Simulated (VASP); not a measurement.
# Si8O15 (a cell with a defect) in VASP: a series of runs, part 3 of 3

VASP 6.6.1.

### Step 6. Single point, LDA

INCAR reads:

```
PREC = Accurate ; ENCUT = 520
EDIFF = 1E-6 ; ISMEAR = -1
SIGMA = 0.05 ; LREAL = Auto
LASPH = T ; NELM = 100
ALGO = Normal ; ISIF = 2
LWAVE = F ; LCHARG = T
LELF = T ; LVHAR = T
NBANDS = 78 ; NELECT = 120.0
```

KPOINTS reads:

```
regular mesh
0
Gamma
  2 2 2
```

POSCAR reads:

```
Si8O15
1.0
    0.0000000000      5.0462000000      4.4946000000
    4.0970000000      0.0000000000      4.4946000000
    4.0970000000      5.0462000000      0.0000000000
Si O
8 15
Direct
    0.2057651507      0.0554652147      0.9632594619
    0.3241503111      0.4640159328      0.0080973208
    0.8398879168      0.9281263670      0.0432578166
    0.1856004720      0.0260221418      0.4862985807
    0.6549010951      0.5724081204      0.4581754774
    0.7896111491      0.9524128352      0.5517494787
    0.2946329178      0.4403995656      0.5380893287
    0.7099584976      0.5438514076      0.9501039256
    0.4141435055      0.5216970587      0.2027601051
    0.2630670628      0.1409820183      0.6282325289
    0.3500899250      0.7135266371      0.5204728747
    0.3189289809      0.2030845465      0.2190265104
    0.0791806953      0.9863982217      0.3004960912
    0.2325487760      0.3573949343      0.8741049437
    0.1480236512      0.7783964974      0.9850384550
    0.8914826494      0.0167276474      0.7289311273
    0.7735246978      0.6509907207      0.1202145515
    0.8657126306      0.2069185268      0.0212401259
    0.9631192633      0.6109031191      0.6456939031
    0.6133529598      0.4803561578      0.7674214844
    0.7280625358      0.8432352437      0.3811216027
    0.6330695315      0.2898815654      0.4807462110
    0.5378524646      0.8851215486      0.8531762302
```

Potentials or basis: VASP PAW LDA potentials, release 64 (Si, O).

Started as:

```
$ cat potpaw_LDA.64/Si/POTCAR potpaw_LDA.64/O/POTCAR > POTCAR
$ mpirun -np 1 vasp_std > vasp.out
```

OUTCAR:

```text
PREC = Accurate
   ENCUT = 520
   EDIFF = 1E-6
   ISMEAR = -1
   LREAL = Auto
   LASPH = T
   NELM = 100
   ISIF = 2
   NELECT = 120.0

 ion  position               nearest neighbor table
   1  0.206  0.055  0.963-  14 1.74  23 1.76  13 1.76  15 1.84  10 1.85  18 1.87   3 2.65   7 2.73
                             2 3.12   6 3.14
   2  0.324  0.464  0.008-  12 1.60  20 1.67  15 1.68  14 1.75   9 1.89   8 2.67   5 2.90   3 3.05
                             4 3.11   1 3.12
   3  0.840  0.928  0.043-  15 1.68  18 1.73  16 1.73  17 1.75  21 1.78   1 2.65   5 2.70   4 2.94
                             2 3.05
   4  0.186  0.026  0.486-  12 1.59  11 1.66  16 1.69  10 1.76  13 1.86   6 2.69   3 2.94   5 2.98
                             2 3.11   7 3.14
   5  0.655  0.572  0.458-  11 1.65  20 1.73  22 1.73  21 1.74  17 1.77   7 2.63   3 2.70   2 2.90
                             4 2.98
   6  0.790  0.952  0.552-  13 1.72  23 1.74  22 1.78  21 1.81  19 1.85  16 1.88   4 2.69   8 2.72
                             1 3.14
   7  0.295  0.440  0.538-  10 1.74   9 1.76  19 1.76  11 1.82  14 1.85  22 1.86   5 2.63   1 2.73
                             4 3.14   8 3.15
   8  0.710  0.544  0.950-   9 1.73  19 1.76  18 1.78  17 1.81  23 1.85  20 1.88   2 2.67   6 2.72
                             7 3.15
   9  0.414  0.522  0.203-   8 1.73   7 1.76   2 1.89
  10  0.263  0.141  0.628-   7 1.74   4 1.76   1 1.85
  11  0.350  0.714  0.520-   5 1.65   4 1.66   7 1.82
  12  0.319  0.203  0.219-   4 1.59   2 1.60
  13  0.079  0.986  0.300-   6 1.72   1 1.76   4 1.86
  14  0.233  0.357  0.874-   1 1.74   2 1.75   7 1.85
  15  0.148  0.778  0.985-   2 1.68   3 1.68   1 1.84
  16  0.891  0.017  0.729-   4 1.69   3 1.73   6 1.88
  17  0.774  0.651  0.120-   3 1.75   5 1.77   8 1.81
  18  0.866  0.207  0.021-   3 1.73   8 1.78   1 1.87
  19  0.963  0.611  0.646-   8 1.76   7 1.76   6 1.85
  20  0.613  0.480  0.767-   2 1.67   5 1.73   8 1.88
  21  0.728  0.843  0.381-   5 1.74   3 1.78   6 1.81
  22  0.633  0.290  0.481-   5 1.73   6 1.78   7 1.86
  23  0.538  0.885  0.853-   6 1.74   1 1.76   8 1.85

  LATTYP: Found a face centered orthorhombic cell.
 ALAT       =     8.1940000000
 B/A-ratio  =     1.0970466195
 C/A-ratio  =     1.2316817183

  Lattice vectors:

 A1 = (   0.0000000000,   5.0462000000,  -4.4946000000)
 A2 = (   4.0970000000,   5.0462000000,   0.0000000000)
 A3 = (   4.0970000000,   0.0000000000,  -4.4946000000)

Analysis of symmetry for initial positions (statically):
=====================================================================
 Subroutine PRICEL returns:
 Original cell was already a primitive cell.

 Routine SETGRP: Setting up the symmetry group for a
 face centered orthorhombic supercell.

 Subroutine GETGRP returns: Found  1 space group operations
 (whereof  1 operations were pure point group operations)
 out of a pool of  8 trial point group operations.

The static configuration has the point symmetry C_1 .

Analysis of symmetry for dynamics (positions and initial velocities):
=====================================================================
 Subroutine PRICEL returns:
 Original cell was already a primitive cell.

 Routine SETGRP: Setting up the symmetry group for a
 face centered orthorhombic supercell.

 Subroutine GETGRP returns: Found  1 space group operations
 (whereof  1 operations were pure point group operations)
 out of a pool of  8 trial point group operations.

The dynamic configuration has the point symmetry C_1 .

[... 103 lines left out ...]
  0.500000  0.000000  0.500000      1.000000
  0.000000  0.500000  0.500000      1.000000
   k-points           NKPTS =      8   k-points in BZ     NKDIM =      8   number of bands    NBANDS=     78
   number of dos      NEDOS =    301   number of ions     NIONS =     23
   total plane-waves  NPLWV = 115200
   dimension x,y,z NGX =    50 NGY =   48 NGZ =   48
   dimension x,y,z NGXF=   100 NGYF=   96 NGZF=   96
   ions per type =               8  15
   NGX,Y,Z   is equivalent  to a cutoff of  12.30, 13.12, 12.28 a.u.
   NGXF,Y,Z  is equivalent  to a cutoff of  24.60, 26.24, 24.55 a.u.
 SYSTEM =  unknown system
   PREC   = accura    normal or accurate (medium, high low for compatibility)
   ISTART =      0    job   : 0-new  1-cont  2-samecut
   ICHARG =      2    charge: 1-file 2-atom 10-const
   ISPIN  =      1    spin polarized calculation?
   LNONCOLLINEAR =      F non collinear calculations
   LSORBIT =      F    spin-orbit coupling
   LASPH  =      T    aspherical Exc in radial PAW
   ENCUT  =  520.0 eV  38.22 Ry    6.18 a.u.  12.56 11.31 12.09*2*pi/ulx,y,z
   NELM   =    100;   NELMIN=  2; NELMDL= -5     # of ELM steps
   EDIFF  = 0.1E-05   stopping-criterion for ELM
   LREAL  =      T    real-space projection
   EDIFFG = 0.1E-04   stopping-criterion for IOM
   NSW    =      0    number of steps for IOM
   IBRION =     -1    ionic relax: 0-MD 1-quasi-New 2-CG
   NFREE  =      0    steps in history (QN), initial steepest desc. (CG)
   ISIF   =      2    stress and relaxation
   ISYM   =      2    0-nonsym 1-usesym 2-fastsym
   POTIM  = 0.5000    time-step for ionic-motion
   TEBEG  =    0.0;   TEEND  =   0.0 temperature during run
   PSTRESS=    0.0 pullay stress
   NELECT =     120.0000    total number of electrons
   NUPDOWN=      -1.0000    fix difference up-down
   EMIN   =  10.00;   EMAX   =-10.00  energy-range for DOS
   EFERMI =   0.00;   METHOD = LEGACY
   ISMEAR =    -1;   SIGMA  =   0.05  broadening in eV -4-tet -1-fermi 0-gaus
   EFERMI_NEDOS =   21; number of points for ismear=-14 and -15
   IALGO  =     38    algorithm
   IMIX   =      4    mixing-type and parameters
     AMIX     =   0.40;   BMIX     =  1.00
     AMIX_MAG =   1.60;   BMIX_MAG =  1.00
  volume/ion in A,a.u.               =       8.08        54.53
  Fermi-wavevector in a.u.,A,eV,Ry     =   1.414984  2.673931 27.241296  2.002179
  Thomas-Fermi vector in A             =   2.536469
   LORBIT       =      0    0 simple, 1 ext, 2 COOP (PROOUT), +10 PAW based schemes
   GGA     = CA    functional components
   LHFCALC =     F    Hartree Fock is set to
   AEXX    =    0.0000 exact exchange contribution
   IVDW    =     0    specifies the selected vdW correction
   LEPSILON=     F    determine dielectric tensor
   LRPA    =     F    only Hartree local field effects (RPA)
 non-spin polarized calculation
  energy-cutoff  :      520.00
  volume of cell :      185.85
 maximum number of plane-waves:      5022
   NGX = 25   NGY = 23   NGZ = 25

 number of electron     120.0000006 magnetization

 Free energy of the ion-electron system (eV)
  ---------------------------------------------------
  ext. energy  EPLUGINS =         0.00000000
  ---------------------------------------------------
  free energy    TOTEN  =      -212.69530176 eV

  energy without entropy =     -212.69530176  energy(sigma->0) =     -212.69530176

 E-fermi :   8.7014     XC(G=0): -12.3816

 val. band max:        7.5186789675   @ k =   0.0000   0.0000   0.0000
 cond. band min:      10.6126368519   @ k =   0.0000   0.0000   0.0000
 fundamental gap:      3.0939578844
 Fermi energy:         8.7013915242

 k-point     1 :       0.0000    0.0000    0.0000
  band No.  band energies     occupation
      1     -14.5240      2.00000
      2     -12.5805      2.00000
      3     -12.3617      2.00000
      4     -12.1624      2.00000
      5     -11.9612      2.00000
      6     -11.7026      2.00000
[... 589 lines left out ...]
     71      17.1734      0.00000
     72      17.5119      0.00000
 [bands above 72 left out]

------------------------ aborting loop because EDIFF is reached ----------------------------------------

  FORCE on cell =-STRESS in cart. coord.  units (eV):
  Direction    XX          YY          ZZ          XY          YZ          ZX
  --------------------------------------------------------------------------------------
  -------------------------------------------------------------------------------------
  Total      -30.5144708    -24.4317427    -20.3467936     -6.1751771      6.1302672     -6.1439444
  in kB     -263.0661434   -210.6267670   -175.4103014    -53.2363824     52.8492126    -52.9671244
  external PRESSURE =    -216.3677373 kB  Pullay stress =       0.0000000 kB

 VOLUME and BASIS-vectors are now :
 -----------------------------------------------------------------------------
  energy-cutoff  :      520.00
  volume of cell :      185.85
      direct lattice vectors                 reciprocal lattice vectors
     0.000000000  5.046200000  4.494600000    -0.122040517  0.099084460  0.111244605
     4.097000000  0.000000000  4.494600000     0.122040517 -0.099084460  0.111244605
     4.097000000  5.046200000  0.000000000     0.122040517  0.099084460 -0.111244605

 POSITION                                       TOTAL-FORCE (eV/Angst)
 -----------------------------------------------------------------------------------
      4.17372      5.89913      1.17413         0.012375      0.016674     -0.048807
      1.93425      1.67659      3.54249         0.009426      0.027156     -0.039716
      3.97976      4.45653      7.94652         0.094405     -0.135344     -0.050443
      2.09898      3.39054      0.95116        -0.084632     -0.014524      0.035404
      4.22230      5.61681      5.51626         0.050358      0.033509      0.010198
      6.16255      6.76877      7.82970         0.065037     -0.036766     -0.028044
[... 15 lines left out ...]
      3.15726      5.62054      4.14830         0.021669     -0.020421     -0.059109
      7.12181      7.01941      6.39570         0.024559     -0.027687     -0.039722
 -----------------------------------------------------------------------------------
    total drift:                                0.011152      0.004608      0.004411

  FREE ENERGIE OF THE ION-ELECTRON SYSTEM (eV)
  ---------------------------------------------------
  free  energy   TOTEN  =      -212.6953017569 eV

  energy  without entropy=     -212.6953017568  energy(sigma->0) =     -212.69530176
```

It took 5.9 min on 1 thread of AMD EPYC 7R43 (Zen 3), shared host; peak memory 0.25 GiB.

What came out:

```
Free energy   : -212.6953 eV
Largest force : 1.099 eV/Å
```

Forces on the atoms (eV/Å):
```
Si   0.012  0.017 -0.049
Si   0.009  0.027 -0.040
Si   0.094 -0.135 -0.050
Si  -0.085 -0.015  0.035
Si   0.050  0.034  0.010
Si   0.065 -0.037 -0.028
Si   0.071 -0.037  0.024
Si   0.025 -0.001 -0.006
O    0.116 -0.082 -0.060
O    0.033 -0.070 -0.034
O    0.056 -0.031 -0.072
O   -0.895  0.551  0.318
O    0.129 -0.049  0.096
O    0.087 -0.015 -0.030
O    0.013  0.020 -0.045
O    0.026 -0.048  0.002
O    0.007 -0.041 -0.040
O    0.072 -0.032  0.005
O    0.018 -0.035  0.010
O    0.000 -0.002  0.050
O    0.050  0.030  0.003
O    0.022 -0.020 -0.059
O    0.025 -0.028 -0.040
```

Caveat: the k points lie up to 0.61 Å⁻¹ apart; the cell carries a net charge on a neutralising background, which shifts energy and pressure; the cell is charged against a uniform background, so pressure and absolute levels hang on convention.
